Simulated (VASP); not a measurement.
# AlN (F-43m) in VASP: settings compared

Aim: see how the results for AlN move with the level of theory and the settings. Levels: HSE06, PBE0, PBE. Tasks: single point, relaxation of cell and atoms.

Everything below comes from runs of VASP 6.6.1. Logs are shortened: lines on timing, memory, paths and dates and some standing lists are left out, and cuts for length are marked.

## 1. The cell of the first run

It takes space group F-43m (No. 216, cubic). The conventional cell has a = 4.368 Å, b = 4.368 Å, c = 4.368 Å, α = 90.00°, β = 90.00°, γ = 90.00°. Al (site symmetry -43m) has 4 N at 1.89 Å within 2.5 Å. N (site symmetry -43m) has 4 Al at 1.89 Å within 2.5 Å.

## 2. Single point, HSE06

Input file POSCAR:

```
AlN
1.0
    0.0000000000      2.1839935596      2.1839935596
    2.1839935596      0.0000000000      2.1839935596
    2.1839935596      2.1839935596      0.0000000000
Al N
1 1
Direct
    0.0000000000      0.0000000000      0.0000000000
    0.2500000000      0.2500000000      0.2500000000
```

Input file INCAR.step1:

```
ALGO     = Normal         # electronic algorithm
EDIFF    = 1E-5           # SCF threshold, eV
ENCUT    = 520            # plane-wave cutoff, eV
GGA      = PE             # functional
ISIF     = 2              # what is computed and relaxed
ISMEAR   = -1             # smearing method
LASPH    = T              # aspherical terms in the spheres
LCHARG   = F              # write CHGCAR
LREAL    = F              # projectors in reciprocal space
LWAVE    = T              # write WAVECAR
NBANDS   = 11             # bands
NELM     = 100            # most SCF steps
PREC     = Accurate       # precision mode
SIGMA    = 0.05           # smearing width, eV
```

Input file INCAR.step2:

```
ALGO     = Normal         # electronic algorithm
EDIFF    = 1E-7           # SCF threshold, eV
ENCUT    = 520            # plane-wave cutoff, eV
GGA      = PE             # functional
HFSCREEN = 0.2079         # screening, 1/A
ISIF     = 2              # what is computed and relaxed
ISMEAR   = -1             # smearing method
ISTART   = 1            
LASPH    = T              # aspherical terms in the spheres
LCHARG   = F              # write CHGCAR
LHFCALC  = T              # exact exchange
LREAL    = F              # projectors in reciprocal space
LWAVE    = F              # write WAVECAR
NBANDS   = 11             # bands
NELM     = 100            # most SCF steps
PREC     = Accurate       # precision mode
PRECFOCK = Normal       
SIGMA    = 0.05           # smearing width, eV
```

Input file KPOINTS:

```
k-points
0
Gamma
  5 5 5
```

Potentials or basis: VASP PAW PBE potentials, release 64 (Al, N).

On the command line:

```sh
$ cat potpaw_PBE.64/Al/POTCAR potpaw_PBE.64/N/POTCAR > POTCAR
$ cp INCAR.step1 INCAR
$ mpirun -np 1 vasp_std > vasp.out
$ cp INCAR.step2 INCAR
$ mpirun -np 1 vasp_std > vasp.out
```

OUTCAR:

```text
EDIFF = 1E-7
   ENCUT = 520
   GGA = PE
   HFSCREEN = 0.2079
   ISIF = 2
   ISMEAR = -1
   ISTART = 1
   LASPH = T
   LHFCALC = T
   LREAL = F
   NELM = 100
   PREC = Accurate
   PRECFOCK = Normal

 ion  position               nearest neighbor table
   1  0.000  0.000  0.000-   2 1.89   2 1.89   2 1.89   2 1.89
   2  0.250  0.250  0.250-   1 1.89   1 1.89   1 1.89   1 1.89

  LATTYP: Found a face centered cubic cell.
 ALAT       =     4.3679871192

  Lattice vectors:

 A1 = (   0.0000000000,   2.1839935596,   2.1839935596)
 A2 = (   2.1839935596,   0.0000000000,   2.1839935596)
 A3 = (   2.1839935596,   2.1839935596,   0.0000000000)

Analysis of symmetry for initial positions (statically):
=====================================================================
 Subroutine PRICEL returns:
 Original cell was already a primitive cell.

 Routine SETGRP: Setting up the symmetry group for a
 face centered cubic supercell.

 Subroutine GETGRP returns: Found 24 space group operations
 (whereof 24 operations were pure point group operations)
 out of a pool of 48 trial point group operations.

The static configuration has the point symmetry T_d .

Analysis of symmetry for dynamics (positions and initial velocities):
=====================================================================
 Subroutine PRICEL returns:
 Original cell was already a primitive cell.

 Routine SETGRP: Setting up the symmetry group for a
 face centered cubic supercell.

 Subroutine GETGRP returns: Found 24 space group operations
 (whereof 24 operations were pure point group operations)
 out of a pool of 48 trial point group operations.

The dynamic configuration has the point symmetry T_d .

 Subroutine INISYM returns: Found 24 space group operations
 (whereof 24 operations are pure point group operations),
 and found     1 'primitive' translations

----------------------------------------------------------------------------------------

                                     Primitive cell

  volume of cell :      20.8345

  direct lattice vectors                    reciprocal lattice vectors
     0.000000000  2.183993560  2.183993560    -0.228938404  0.228938404  0.228938404
     2.183993560  0.000000000  2.183993560     0.228938404 -0.228938404  0.228938404
     2.183993560  2.183993560  0.000000000     0.228938404  0.228938404 -0.228938404
[... 82 lines left out ...]
   EMIN   =  10.00;   EMAX   =-10.00  energy-range for DOS
   EFERMI =   0.00;   METHOD = LEGACY
   ISMEAR =    -1;   SIGMA  =   0.05  broadening in eV -4-tet -1-fermi 0-gaus
   EFERMI_NEDOS =   21; number of points for ismear=-14 and -15
   IALGO  =     38    algorithm
   IMIX   =      1    mixing-type and parameters
     AMIX     =   0.40;   BMIX     =  1.00
     AMIX_MAG =   1.60;   BMIX_MAG =  1.00
  volume/ion in A,a.u.               =      10.42        70.30
  Fermi-wavevector in a.u.,A,eV,Ry     =   1.189899  2.248583 19.263943  1.415860
  Thomas-Fermi vector in A             =   2.325996
   LORBIT       =      0    0 simple, 1 ext, 2 COOP (PROOUT), +10 PAW based schemes
   GGA     = PE    functional components
   LHFCALC =     T    Hartree Fock is set to
   PRECFOCK=normal    Normal, Fast or Accurate (Low or Medium for compatibility)
   ENCUT4O =  -1.0   cutoff for four orbital integrals eV
   NKREDX  =     1    reduce k-point grid by
   NKREDY  =     1    reduce k-point grid by
   NKREDZ  =     1    reduce k-point grid by
   AEXX    =    0.2500 exact exchange contribution
   HFSCREEN=    0.2079 screening length (either q_TF or 0.3 A-1)
   HFSCREENC=   0.2079 screening length for correlation (either q_TF or 0.3 A-1)
   ENCUTFOCK=  -1.0 apply spherical cutoff to Coloumb kernel
   IVDW    =     0    specifies the selected vdW correction
   LEPSILON=     F    determine dielectric tensor
   LRPA    =     F    only Hartree local field effects (RPA)
 non-spin polarized calculation
  energy-cutoff  :      520.00
  volume of cell :       20.83
 maximum number of plane-waves:       568
  NGX = 18; NGY = 18; NGZ = 18

 number of electron       8.0000000 magnetization

 Free energy of the ion-electron system (eV)
  ---------------------------------------------------
  ext. energy  EPLUGINS =         0.00000000
  ---------------------------------------------------
  free energy    TOTEN  =       -17.39002155 eV

  energy without entropy =      -17.39002155  energy(sigma->0) =      -17.39002155

 E-fermi :   6.1212     XC(G=0):  -9.0126

 val. band max:        5.0485896958   @ k =   0.0000   0.0000   0.0000
 cond. band min:      10.2147860007   @ k =   0.4000   0.4000   0.0000
 fundamental gap:      5.1661963048
 Fermi energy:         6.1212186603

 k-point     1 :       0.0000    0.0000    0.0000
  band No.  band energies     occupation
      1     -11.4265      2.00000
      2       5.0486      2.00000
      3       5.0486      2.00000
      4       5.0486      2.00000
      5      10.6043      0.00000
      6      19.2865      0.00000
      7      19.2865      0.00000
      8      19.2865      0.00000
      9      24.6423      0.00000
     10      24.6423      0.00000
     11      26.0359      0.00000
[... 113 lines left out ...]
 k-point    10 :      -0.4000    0.4000    0.2000
  band No.  band energies     occupation
      1      -8.7379      2.00000
      2       0.3362      2.00000
      3       1.8642      2.00000
      4       3.0247      2.00000
      5      12.5837      0.00000
      6      17.4310      0.00000
      7      18.1013      0.00000
      8      20.4172      0.00000
      9      23.6614      0.00000
     10      26.2538      0.00000
     11      31.9353      0.00000

------------------------ aborting loop because EDIFF is reached ----------------------------------------

  FORCE on cell =-STRESS in cart. coord.  units (eV):
  Direction    XX          YY          ZZ          XY          YZ          ZX
  --------------------------------------------------------------------------------------
  -------------------------------------------------------------------------------------
  Total       -0.0707035     -0.0707035     -0.0707035      0.0000000      0.0000000      0.0000000
  in kB       -5.4371014     -5.4371014     -5.4371014      0.0000000      0.0000000      0.0000000
  external PRESSURE =      -5.4371014 kB  Pullay stress =       0.0000000 kB

 VOLUME and BASIS-vectors are now :
 -----------------------------------------------------------------------------
  energy-cutoff  :      520.00
  volume of cell :       20.83
      direct lattice vectors                 reciprocal lattice vectors
     0.000000000  2.183993560  2.183993560    -0.228938404  0.228938404  0.228938404
     2.183993560  0.000000000  2.183993560     0.228938404 -0.228938404  0.228938404
     2.183993560  2.183993560  0.000000000     0.228938404  0.228938404 -0.228938404

 POSITION                                       TOTAL-FORCE (eV/Angst)
 -----------------------------------------------------------------------------------
      0.00000      0.00000      0.00000         0.000000      0.000000      0.000000
      1.09200      1.09200      1.09200        -0.000000     -0.000000     -0.000000
 -----------------------------------------------------------------------------------
    total drift:                                0.000000      0.000000      0.000000

  FREE ENERGIE OF THE ION-ELECTRON SYSTEM (eV)
  ---------------------------------------------------
  free  energy   TOTEN  =       -17.3900215471 eV

  energy  without entropy=      -17.3900215471  energy(sigma->0) =      -17.39002155
```

OUTCAR.step1:

```text
EDIFF = 1E-5
   ENCUT = 520
   GGA = PE
   ISIF = 2
   ISMEAR = -1
[... 343 lines left out ...]
 -----------------------------------------------------------------------------------
      0.00000      0.00000      0.00000        -0.000000     -0.000000     -0.000000
      1.09200      1.09200      1.09200         0.000000      0.000000      0.000000
 -----------------------------------------------------------------------------------
    total drift:                                0.000000      0.000000      0.000000

  FREE ENERGIE OF THE ION-ELECTRON SYSTEM (eV)
  ---------------------------------------------------
  free  energy   TOTEN  =       -14.8327109674 eV

  energy  without entropy=      -14.8327109674  energy(sigma->0) =      -14.83271097
```

OSZICAR.step1:

```text
N       E                     dE             d eps       ncg     rms          rms(c)
DAV:   1     0.659779555776E+01    0.65978E+01   -0.36315E+03   236   0.582E+02
DAV:   2    -0.164842672135E+02   -0.23082E+02   -0.22304E+02   261   0.130E+02
DAV:   3    -0.172161912741E+02   -0.73192E+00   -0.73095E+00   268   0.210E+01
DAV:   4    -0.172196234768E+02   -0.34322E-02   -0.34319E-02   247   0.161E+00
DAV:   5    -0.172196634358E+02   -0.39959E-04   -0.39959E-04   267   0.170E-01    0.863E+00
DAV:   6    -0.148434187603E+02    0.23762E+01   -0.11861E+01   258   0.173E+01    0.284E+00
DAV:   7    -0.148390964256E+02    0.43223E-02   -0.16840E-01   244   0.322E+00    0.206E+00
DAV:   8    -0.148338893650E+02    0.52071E-02   -0.26430E-02   238   0.156E+00    0.568E-01
DAV:   9    -0.148326484434E+02    0.12409E-02   -0.34118E-03   268   0.350E-01    0.233E-01
DAV:  10    -0.148327003869E+02   -0.51944E-04   -0.39078E-04   232   0.128E-01    0.178E-02
DAV:  11    -0.148327110699E+02   -0.10683E-04   -0.11470E-05   253   0.250E-02    0.158E-02
DAV:  12    -0.148327109674E+02    0.10243E-06   -0.43961E-07   122   0.513E-03
   1 F= -.14832711E+02 E0= -.14832711E+02  d E =-.645780E-10
```

It took 86 s on 1 thread of Intel Xeon Platinum 8488C (Sapphire Rapids), shared host; peak memory 0.23 GiB.

Results:

* Free energy: -17.3900 eV
* Pressure: -0.5 GPa
* Band gap on the k mesh: 5.17 eV, indirect (least direct gap 5.56 eV)

Levels at points of the mesh, in eV from the valence-band top:
| k point | band 1 | band 2 | band 3 | band 4 | band 5 | band 6 | band 7 | band 8 | band 9 |
| --- | --- | --- | --- | --- | --- | --- | --- | --- | --- |
| (0.00, 0.00, 0.00) | -16.48 | 0.00 | 0.00 | 0.00 | 5.56 | 14.24 | 14.24 | 14.24 | 19.59 |

Caveat: the k points lie up to 0.50 Å⁻¹ apart; the PAW data sets were made with another functional, which shifts forces and pressure a little.

## 3. Single point, PBE0

POSCAR is that of step 2.

Input file INCAR.step1:

```
  PREC = Accurate
  ENCUT = 520
  EDIFF = 1E-5
  ISMEAR = -1
  SIGMA = 0.05
  LREAL = F
  LASPH = T
  NELM = 80
  ALGO = Normal
  ISIF = 2
  LWAVE = T
  NBANDS = 11
  GGA = PE
```

Input file INCAR.step2:

```
  PREC = Accurate
  ENCUT = 520
  EDIFF = 1E-6
  ISMEAR = -1
  SIGMA = 0.05
  LREAL = F
  LASPH = T
  NELM = 80
  ALGO = Normal
  ISIF = 2
  LWAVE = F
  LCHARG = T
  GGA = PE
  LHFCALC = T
  AEXX = 0.25
  PRECFOCK = Normal
  LELF = T
  LVHAR = T
  NBANDS = 11
  ISTART = 1
```

Input file KPOINTS:

```
Automatic mesh
0
Gamma
  5 5 5
```

Potentials or basis: VASP PAW PBE potentials, release 64 (Al, N).

On the command line:

```sh
$ cat potpaw_PBE.64/Al/POTCAR potpaw_PBE.64/N/POTCAR > POTCAR
$ cp INCAR.step1 INCAR
$ mpirun -np 1 vasp_std > vasp.out
$ cp INCAR.step2 INCAR
$ mpirun -np 1 vasp_std > vasp.out
```

OUTCAR:

```text
PREC = Accurate
   ENCUT = 520
   EDIFF = 1E-6
   ISMEAR = -1
   LREAL = F
   LASPH = T
   NELM = 80
   ISIF = 2
   GGA = PE
   LHFCALC = T
   AEXX = 0.25
   PRECFOCK = Normal
   ISTART = 1

 ion  position               nearest neighbor table
   1  0.000  0.000  0.000-   2 1.89   2 1.89   2 1.89   2 1.89
   2  0.250  0.250  0.250-   1 1.89   1 1.89   1 1.89   1 1.89

  LATTYP: Found a face centered cubic cell.
 ALAT       =     4.3679871192

  Lattice vectors:

 A1 = (   0.0000000000,   2.1839935596,   2.1839935596)
 A2 = (   2.1839935596,   0.0000000000,   2.1839935596)
 A3 = (   2.1839935596,   2.1839935596,   0.0000000000)

Analysis of symmetry for initial positions (statically):
=====================================================================
 Subroutine PRICEL returns:
 Original cell was already a primitive cell.

 Routine SETGRP: Setting up the symmetry group for a
 face centered cubic supercell.

 Subroutine GETGRP returns: Found 24 space group operations
 (whereof 24 operations were pure point group operations)
 out of a pool of 48 trial point group operations.
[... 163 lines left out ...]
  band No.  band energies     occupation
      1     -11.8514      2.00000
      2       4.6481      2.00000
      3       4.6481      2.00000
      4       4.6481      2.00000
      5      10.9701      0.00000
      6      19.6889      0.00000
      7      19.6889      0.00000
      8      19.6889      0.00000
      9      25.0507      0.00000
     10      25.0507      0.00000
     11      26.4323      0.00000
[... 113 lines left out ...]
 k-point    10 :      -0.4000    0.4000    0.2000
  band No.  band energies     occupation
      1      -9.1565      2.00000
      2      -0.0859      2.00000
      3       1.4502      2.00000
      4       2.6158      2.00000
      5      12.9626      0.00000
      6      17.8188      0.00000
      7      18.5018      0.00000
      8      20.8189      0.00000
      9      24.0665      0.00000
     10      26.6581      0.00000
     11      32.3350      0.00000

------------------------ aborting loop because EDIFF is reached ----------------------------------------

  FORCE on cell =-STRESS in cart. coord.  units (eV):
  Direction    XX          YY          ZZ          XY          YZ          ZX
  --------------------------------------------------------------------------------------
  -------------------------------------------------------------------------------------
  Total       -0.0768464     -0.0768464     -0.0768464      0.0000000      0.0000000     -0.0000000
  in kB       -5.9094916     -5.9094916     -5.9094916      0.0000000      0.0000000     -0.0000000
  external PRESSURE =      -5.9094916 kB  Pullay stress =       0.0000000 kB

 VOLUME and BASIS-vectors are now :
 -----------------------------------------------------------------------------
  energy-cutoff  :      520.00
  volume of cell :       20.83
      direct lattice vectors                 reciprocal lattice vectors
     0.000000000  2.183993560  2.183993560    -0.228938404  0.228938404  0.228938404
     2.183993560  0.000000000  2.183993560     0.228938404 -0.228938404  0.228938404
     2.183993560  2.183993560  0.000000000     0.228938404  0.228938404 -0.228938404

 POSITION                                       TOTAL-FORCE (eV/Angst)
 -----------------------------------------------------------------------------------
      0.00000      0.00000      0.00000         0.000000      0.000000     -0.000000
      1.09200      1.09200      1.09200        -0.000000     -0.000000      0.000000
 -----------------------------------------------------------------------------------
    total drift:                                0.000000      0.000000      0.000000

  FREE ENERGIE OF THE ION-ELECTRON SYSTEM (eV)
  ---------------------------------------------------
  free  energy   TOTEN  =       -18.3247865506 eV

  energy  without entropy=      -18.3247865505  energy(sigma->0) =      -18.32478655
```

OUTCAR.step1:

```text
PREC = Accurate
   ENCUT = 520
   EDIFF = 1E-5
   ISMEAR = -1
   LREAL = F
[... 344 lines left out ...]
      0.00000      0.00000      0.00000        -0.000000     -0.000000     -0.000000
      1.09200      1.09200      1.09200         0.000000      0.000000      0.000000
 -----------------------------------------------------------------------------------
    total drift:                                0.000000      0.000000      0.000000

  FREE ENERGIE OF THE ION-ELECTRON SYSTEM (eV)
  ---------------------------------------------------
  free  energy   TOTEN  =       -14.8327109674 eV

  energy  without entropy=      -14.8327109674  energy(sigma->0) =      -14.83271097
```

OSZICAR.step1:

```text
N       E                     dE             d eps       ncg     rms          rms(c)
DAV:   1     0.659779555776E+01    0.65978E+01   -0.36315E+03   236   0.582E+02
DAV:   2    -0.164842672135E+02   -0.23082E+02   -0.22304E+02   261   0.130E+02
DAV:   3    -0.172161912741E+02   -0.73192E+00   -0.73095E+00   268   0.210E+01
DAV:   4    -0.172196234768E+02   -0.34322E-02   -0.34319E-02   247   0.161E+00
DAV:   5    -0.172196634358E+02   -0.39959E-04   -0.39959E-04   267   0.170E-01    0.863E+00
DAV:   6    -0.148434187603E+02    0.23762E+01   -0.11861E+01   258   0.173E+01    0.284E+00
DAV:   7    -0.148390964256E+02    0.43223E-02   -0.16840E-01   244   0.322E+00    0.206E+00
DAV:   8    -0.148338893650E+02    0.52071E-02   -0.26430E-02   238   0.156E+00    0.568E-01
DAV:   9    -0.148326484434E+02    0.12409E-02   -0.34118E-03   268   0.350E-01    0.233E-01
DAV:  10    -0.148327003869E+02   -0.51944E-04   -0.39078E-04   232   0.128E-01    0.178E-02
DAV:  11    -0.148327110699E+02   -0.10683E-04   -0.11470E-05   253   0.250E-02    0.158E-02
DAV:  12    -0.148327109674E+02    0.10243E-06   -0.43961E-07   122   0.513E-03
   1 F= -.14832711E+02 E0= -.14832711E+02  d E =-.645780E-10
```

Wall time 68 s (1 thread of Intel Xeon Platinum 8488C (Sapphire Rapids), shared host); peak memory 0.13 GiB.

What came out:

```yaml
Free_energy: -18.3248 eV
Pressure: -0.6 GPa
Band_gap_on_the_k_mesh: 5.93 eV, indirect (least direct gap 6.32 eV)
```

Levels at points of the mesh, in eV from the valence-band top:
| k point | band 1 | band 2 | band 3 | band 4 | band 5 | band 6 | band 7 | band 8 | band 9 |
| --- | --- | --- | --- | --- | --- | --- | --- | --- | --- |
| (0.00, 0.00, 0.00) | -16.50 | 0.00 | 0.00 | 0.00 | 6.32 | 15.04 | 15.04 | 15.04 | 20.40 |

Caveat: the k points lie up to 0.50 Å⁻¹ apart; the PAW data sets were made with another functional, which shifts forces and pressure a little. A k mesh can miss the band edges.

(Part 1 of 2 ends here.)
